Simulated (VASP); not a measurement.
# Zr7Ge (P4/mmm) in VASP: single point with PBE

Aim: the single point of Zr7Ge with PBE.

Program: VASP 6.6.1. These are calculated values, not measurements. Logs are shortened: lines on timing, memory, paths and dates and some standing lists are left out, and cuts for length are marked.

**1. The cell of the first run**

The structure is tetragonal, space group P4/mmm (No. 123). The conventional cell has a = 3.590 Å, b = 3.590 Å, c = 13.573 Å, α = 90.00°, β = 90.00°, γ = 90.00°. Within 3.7 Å of Zr (site symmetry 4mm) lie 10 Zr at 2.85 to 3.63 Å and 4 Ge at 2.91 Å. Within 4.1 Å of Zr (site symmetry 4mm) lie 13 Zr at 3.11 to 3.59 Å and 1 Ge at 3.22 Å. Zr (site symmetry 4mm) has 14 Zr at 3.08 to 3.63 Å within 4.0 Å. Within 4.0 Å of Zr (site symmetry 4/mmm) lie 14 Zr at 3.08 to 3.59 Å. Within 3.8 Å of Ge (site symmetry 4/mmm) lie 10 Zr at 2.91 to 3.22 Å and 4 Ge at 3.59 Å.

**2. Single point, PBE**

INCAR reads:

```
SYSTEM = Zr7Ge
PREC = Accurate
ENCUT = 620
EDIFF = 1E-6
ISMEAR = 0
SIGMA = 0.1
LREAL = .False.
LASPH = .True.
NELM = 300
ALGO = All
ISIF = 2
LWAVE = .False.
LCHARG = .False.
GGA = PE
NBANDS = 59
GGA_COMPAT = .False.
ISEARCH = 1
KPAR = 4
```

KPOINTS reads:

```
regular mesh
0
Gamma
  10 10 4
  0 0 0
```

POSCAR reads:

```
Zr7Ge
1.0
    3.5900261773      0.0000000000      0.0000000000
    0.0000000000      3.5900261773      0.0000000000
    0.0000000000      0.0000000000     13.5732070909
Zr Ge
7 1
Direct
    0.5000000000      0.5000000000      0.8951653049
    0.5000000000      0.5000000000      0.1048346951
    0.0000000000      0.0000000000      0.7626171750
    0.0000000000      0.0000000000      0.2373828250
    0.5000000000      0.5000000000      0.3719997810
    0.5000000000      0.5000000000      0.6280002190
    0.0000000000      0.0000000000      0.5000000000
    0.0000000000      0.0000000000      0.0000000000
```

Potentials or basis: VASP PAW PBE potentials, release 64 (Zr_sv, Ge_d).

Launch:

```bash
$ cat potpaw_PBE.64/Zr_sv/POTCAR potpaw_PBE.64/Ge_d/POTCAR > POTCAR
$ mpirun -np 4 vasp_std > vasp.out
```

OUTCAR:

```text
SYSTEM = Zr7Ge
   PREC = Accurate
   ENCUT = 620
   EDIFF = 1E-6
   ISMEAR = 0
   LREAL = .False.
   LASPH = .True.
   NELM = 300
   ISIF = 2
   GGA = PE

 ion  position               nearest neighbor table
   1  0.500  0.500  0.895-   2 2.85   8 2.91   8 2.91   8 2.91   8 2.91   3 3.11   3 3.11   3 3.11
                             3 3.11   6 3.63
   2  0.500  0.500  0.105-   1 2.85   8 2.91   8 2.91   8 2.91   8 2.91   4 3.11   4 3.11   4 3.11
                             4 3.11   5 3.63
   3  0.000  0.000  0.763-   1 3.11   1 3.11   1 3.11   1 3.11   6 3.13   6 3.13   6 3.13   6 3.13
                             8 3.22   7 3.56
   4  0.000  0.000  0.237-   2 3.11   2 3.11   2 3.11   2 3.11   5 3.13   5 3.13   5 3.13   5 3.13
                             8 3.22   7 3.56
   5  0.500  0.500  0.372-   7 3.08   7 3.08   7 3.08   7 3.08   4 3.13   4 3.13   4 3.13   4 3.13
                             6 3.47   2 3.63
   6  0.500  0.500  0.628-   7 3.08   7 3.08   7 3.08   7 3.08   3 3.13   3 3.13   3 3.13   3 3.13
                             5 3.47   1 3.63
   7  0.000  0.000  0.500-   5 3.08   6 3.08   5 3.08   6 3.08   5 3.08   6 3.08   5 3.08   6 3.08
                             3 3.56   4 3.56
   8  0.000  0.000  0.000-   1 2.91   2 2.91   1 2.91   2 2.91   1 2.91   2 2.91   1 2.91   2 2.91
                             3 3.22   4 3.22

  LATTYP: Found a simple tetragonal cell.
 ALAT       =     3.5900261773
 C/A-ratio  =     3.7808100611

  Lattice vectors:

 A1 = (   3.5900261773,   0.0000000000,   0.0000000000)
 A2 = (   0.0000000000,   3.5900261773,   0.0000000000)
 A3 = (   0.0000000000,   0.0000000000,  13.5732070909)

Analysis of symmetry for initial positions (statically):
=====================================================================
 Subroutine PRICEL returns:
 Original cell was already a primitive cell.

 Routine SETGRP: Setting up the symmetry group for a
 simple tetragonal supercell.

 Subroutine GETGRP returns: Found 16 space group operations
 (whereof 16 operations were pure point group operations)
 out of a pool of 16 trial point group operations.

The static configuration has the point symmetry D_4h.

Analysis of symmetry for dynamics (positions and initial velocities):
=====================================================================
 Subroutine PRICEL returns:
 Original cell was already a primitive cell.

 Routine SETGRP: Setting up the symmetry group for a
 simple tetragonal supercell.

 Subroutine GETGRP returns: Found 16 space group operations
 (whereof 16 operations were pure point group operations)
 out of a pool of 16 trial point group operations.

The dynamic configuration has the point symmetry D_4h.

 Subroutine INISYM returns: Found 16 space group operations
 (whereof 16 operations are pure point group operations),
 and found     1 'primitive' translations

----------------------------------------------------------------------------------------

                                     Primitive cell

  volume of cell :     174.9354

  direct lattice vectors                    reciprocal lattice vectors
     3.590026177  0.000000000  0.000000000     0.278549501  0.000000000  0.000000000
     0.000000000  3.590026177  0.000000000     0.000000000  0.278549501  0.000000000
     0.000000000  0.000000000 13.573207091     0.000000000  0.000000000  0.073674556

  length of vectors
     3.590026177  3.590026177 13.573207091     0.278549501  0.278549501  0.073674556

  position of ions in fractional coordinates (direct lattice)
     0.500000000  0.500000000  0.895165305
     0.500000000  0.500000000  0.104834695
     0.000000000  0.000000000  0.762617175
     0.000000000  0.000000000  0.237382825
     0.500000000  0.500000000  0.371999781
     0.500000000  0.500000000  0.628000219
     0.000000000  0.000000000  0.500000000
     0.000000000  0.000000000  0.000000000

  ion indices of the primitive-cell ions
   primitive index   ion index
                 1           1
                 2           2
                 3           3
                 4           4
                 5           5
                 6           6
                 7           7
                 8           8

----------------------------------------------------------------------------------------

 KPOINTS: regular mesh

Automatic generation of k-mesh.
 Grid dimensions read from file:
 generate k-points for:   10   10    4

 Generating k-lattice:

  Cartesian coordinates                     Fractional coordinates (reciprocal lattice)
     0.027854950  0.000000000  0.000000000     0.100000000  0.000000000  0.000000000
     0.000000000  0.027854950  0.000000000     0.000000000  0.100000000  0.000000000
     0.000000000  0.000000000  0.018418639     0.000000000  0.000000000  0.250000000

  Length of vectors
     0.027854950  0.027854950  0.018418639

  Shift w.r.t. Gamma in fractional coordinates (k-lattice)
     0.000000000  0.000000000  0.000000000

 Subroutine IBZKPT returns following result:
 ===========================================

 Found     63 irreducible k-points:

 Following reciprocal coordinates:
            Coordinates               Weight
  0.000000  0.000000  0.000000      1.000000
  0.100000  0.000000  0.000000      4.000000
  0.200000  0.000000  0.000000      4.000000
  0.300000  0.000000  0.000000      4.000000
  0.400000  0.000000  0.000000      4.000000
  0.500000  0.000000  0.000000      2.000000
[... 16 lines left out ...]
  0.100000  0.000000  0.250000      8.000000
  0.200000  0.000000  0.250000      8.000000
 [... further k-points ...]
   k-points           NKPTS =     63   k-points in BZ     NKDIM =     63   number of bands    NBANDS=     59
   number of dos      NEDOS =    301   number of ions     NIONS =      8
   total plane-waves  NPLWV = 100800
   dimension x,y,z NGX =    30 NGY =   30 NGZ =  112
   dimension x,y,z NGXF=    60 NGYF=   60 NGZF=  224
   ions per type =               7   1
   NGX,Y,Z   is equivalent  to a cutoff of  13.89, 13.89, 13.72 a.u.
   NGXF,Y,Z  is equivalent  to a cutoff of  27.78, 27.78, 27.44 a.u.
 SYSTEM =  Zr7Ge
   PREC   = accura    normal or accurate (medium, high low for compatibility)
   ISTART =      0    job   : 0-new  1-cont  2-samecut
   ICHARG =      2    charge: 1-file 2-atom 10-const
   ISPIN  =      1    spin polarized calculation?
   LNONCOLLINEAR =      F non collinear calculations
   LSORBIT =      F    spin-orbit coupling
   LASPH  =      T    aspherical Exc in radial PAW
   ENCUT  =  620.0 eV  45.57 Ry    6.75 a.u.   7.29  7.29 27.56*2*pi/ulx,y,z
   NELM   =    300;   NELMIN=  2; NELMDL= -5     # of ELM steps
   EDIFF  = 0.1E-05   stopping-criterion for ELM
   LREAL  =      F    real-space projection
   EDIFFG = 0.1E-04   stopping-criterion for IOM
   NSW    =      0    number of steps for IOM
   IBRION =     -1    ionic relax: 0-MD 1-quasi-New 2-CG
   NFREE  =      0    steps in history (QN), initial steepest desc. (CG)
   ISIF   =      2    stress and relaxation
   ISYM   =      2    0-nonsym 1-usesym 2-fastsym
   POTIM  = 0.5000    time-step for ionic-motion
   TEBEG  =    0.0;   TEEND  =   0.0 temperature during run
   PSTRESS=    0.0 pullay stress
   NELECT =      98.0000    total number of electrons
   NUPDOWN=      -1.0000    fix difference up-down
   EMIN   =  10.00;   EMAX   =-10.00  energy-range for DOS
   EFERMI =   0.00;   METHOD = LEGACY
   ISMEAR =     0;   SIGMA  =   0.10  broadening in eV -4-tet -1-fermi 0-gaus
   EFERMI_NEDOS =   21; number of points for ismear=-14 and -15
   IALGO  =     58    algorithm
   IMIX   =      4    mixing-type and parameters
     AMIX     =   0.40;   BMIX     =  1.00
     AMIX_MAG =   1.60;   BMIX_MAG =  1.00
  volume/ion in A,a.u.               =      21.87       147.57
  Fermi-wavevector in a.u.,A,eV,Ry     =   1.349556  2.550291 24.780315  1.821302
  Thomas-Fermi vector in A             =   2.477133
   LORBIT       =      0    0 simple, 1 ext, 2 COOP (PROOUT), +10 PAW based schemes
   GGA     = PE    functional components
   LHFCALC =     F    Hartree Fock is set to
   AEXX    =    0.0000 exact exchange contribution
   IVDW    =     0    specifies the selected vdW correction
   LEPSILON=     F    determine dielectric tensor
   LRPA    =     F    only Hartree local field effects (RPA)
 non-spin polarized calculation
 Gauss-broadening in eV      SIGMA  =   0.10
  energy-cutoff  :      620.00
  volume of cell :      174.94
 maximum number of plane-waves:      6176
 NGX is ok and might be reduce to    30
   NGX = 15   NGY = 15   NGZ = 55

 number of electron      98.0000004 magnetization

 Free energy of the ion-electron system (eV)
  ---------------------------------------------------
  ext. energy  EPLUGINS =         0.00000000
  ---------------------------------------------------
  free energy    TOTEN  =       -65.35616606 eV

  energy without entropy =      -65.29902703  energy(sigma->0) =      -65.32759655

 E-fermi :   8.8629     XC(G=0): -11.2777

 val. band max:        8.8614533776   @ k =   0.2000   0.2000   0.5000
 cond. band min:       8.8663979391   @ k =   0.5000   0.3000   0.5000
 fundamental gap:      0.0049445615
 Fermi energy:         8.8628960472

 k-point     1 :       0.0000    0.0000    0.0000
  band No.  band energies     occupation
      1     -39.6453      2.00000
      2     -39.5989      2.00000
      3     -39.5435      2.00000
      4     -39.4740      2.00000
      5     -39.4566      2.00000
      6     -39.3941      2.00000
[... 51 lines left out ...]
     58      11.1147      0.00000
     59      11.3305      0.00000

 k-point     2 :       0.1000    0.0000    0.0000
  band No.  band energies     occupation
      1     -39.6404      2.00000
      2     -39.5937      2.00000
      3     -39.5398      2.00000
      4     -39.4736      2.00000
      5     -39.4565      2.00000
      6     -39.3964      2.00000
[... 51 lines left out ...]
     58      10.8918      0.00000
     59      11.4718      0.00000

 k-point     3 :       0.2000    0.0000    0.0000
  band No.  band energies     occupation
      1     -39.6272      2.00000
      2     -39.5790      2.00000
      3     -39.5304      2.00000
      4     -39.4734      2.00000
      5     -39.4553      2.00000
      6     -39.4028      2.00000
[... 1238 lines left out ...]
      5     -39.4458      2.00000
      6     -39.3981      2.00000
[... 51 lines left out ...]
     58      11.0829      0.00000
     59      11.2684      0.00000

 k-point    24 :       0.2000    0.0000    0.2500
  band No.  band energies     occupation
      1     -39.6267      2.00000
      2     -39.5815      2.00000
      3     -39.5242      2.00000
      4     -39.4839      2.00000
      5     -39.4479      2.00000
      6     -39.4039      2.00000
[... 51 lines left out ...]
     58      11.0979      0.00000
     59      11.2173      0.00000

 [... further k-points ...]

------------------------ aborting loop because EDIFF is reached ----------------------------------------

  FORCE on cell =-STRESS in cart. coord.  units (eV):
  Direction    XX          YY          ZZ          XY          YZ          ZX
  --------------------------------------------------------------------------------------
  -------------------------------------------------------------------------------------
  Total        0.0876585      0.0876585      0.0943154      0.0000000      0.0000000     -0.0000000
  in kB        0.8028365      0.8028365      0.8638048      0.0000000      0.0000000     -0.0000000
  external PRESSURE =       0.8231593 kB  Pullay stress =       0.0000000 kB

 VOLUME and BASIS-vectors are now :
 -----------------------------------------------------------------------------
  energy-cutoff  :      620.00
  volume of cell :      174.94
      direct lattice vectors                 reciprocal lattice vectors
     3.590026177  0.000000000  0.000000000     0.278549501  0.000000000  0.000000000
     0.000000000  3.590026177  0.000000000     0.000000000  0.278549501  0.000000000
     0.000000000  0.000000000 13.573207091     0.000000000  0.000000000  0.073674556

 POSITION                                       TOTAL-FORCE (eV/Angst)
 -----------------------------------------------------------------------------------
      1.79501      1.79501     12.15026         0.000000      0.000000     -0.014386
      1.79501      1.79501      1.42294         0.000000     -0.000000      0.014386
      0.00000      0.00000     10.35116         0.000000      0.000000     -0.000452
      0.00000      0.00000      3.22205         0.000000      0.000000      0.000452
      1.79501      1.79501      5.04923        -0.000000      0.000000     -0.008419
      1.79501      1.79501      8.52398         0.000000     -0.000000      0.008419
      0.00000      0.00000      6.78660         0.000000      0.000000      0.000000
      0.00000      0.00000      0.00000         0.000000      0.000000      0.000000
 -----------------------------------------------------------------------------------
    total drift:                                0.000000      0.000000      0.000000

  FREE ENERGIE OF THE ION-ELECTRON SYSTEM (eV)
  ---------------------------------------------------
  free  energy   TOTEN  =       -65.3561660641 eV

  energy  without entropy=      -65.2990284371  energy(sigma->0) =      -65.32759725
```

It took 10 min on 4 MPI ranks of Intel Xeon Platinum 8259CL at 2.50GHz (Skylake/Cascade Lake), shared host; peak memory 1.4 GiB.

What came out:

| Item | Value |
| --- | --- |
| Free energy | -65.3562 eV |
| Pressure | 0.1 GPa |
| Largest force | 0.014 eV/Å |
| Band gap on the k mesh | zero (bands 49 and 50 overlap by 1.53 eV) |

Forces on the atoms (eV/Å):
```
Zr   0.000  0.000 -0.014
Zr   0.000  0.000  0.014
Zr   0.000  0.000  0.000
Zr   0.000  0.000  0.000
Zr   0.000  0.000 -0.008
Zr   0.000  0.000  0.008
Zr   0.000  0.000  0.000
Ge   0.000  0.000  0.000
```

Levels at points of the mesh, in eV from the Fermi level:
| k point | band 46 | band 47 | band 48 | band 49 | band 50 | band 51 | band 52 | band 53 |
| --- | --- | --- | --- | --- | --- | --- | --- | --- |
| (0.00, 0.00, 0.00) | -0.43 | -0.12 | 0.56 | 1.08 | 1.08 | 1.17 | 1.17 | 1.20 |
| (0.50, 0.00, 0.00) | -0.51 | -0.22 | -0.05 | 0.21 | 0.32 | 0.46 | 0.81 | 0.84 |
| (0.50, 0.50, 0.00) | -0.63 | -0.56 | -0.56 | -0.12 | -0.12 | 0.52 | 0.52 | 1.28 |
| (0.00, 0.00, 0.50) | -0.44 | -0.44 | 1.09 | 1.09 | 1.15 | 1.16 | 1.16 | 1.22 |
| (0.50, 0.00, 0.50) | -0.19 | -0.16 | -0.10 | -0.09 | 0.07 | 0.50 | 0.51 | 0.96 |
| (0.50, 0.50, 0.50) | -0.66 | -0.57 | -0.57 | -0.12 | -0.12 | 0.57 | 0.57 | 1.18 |
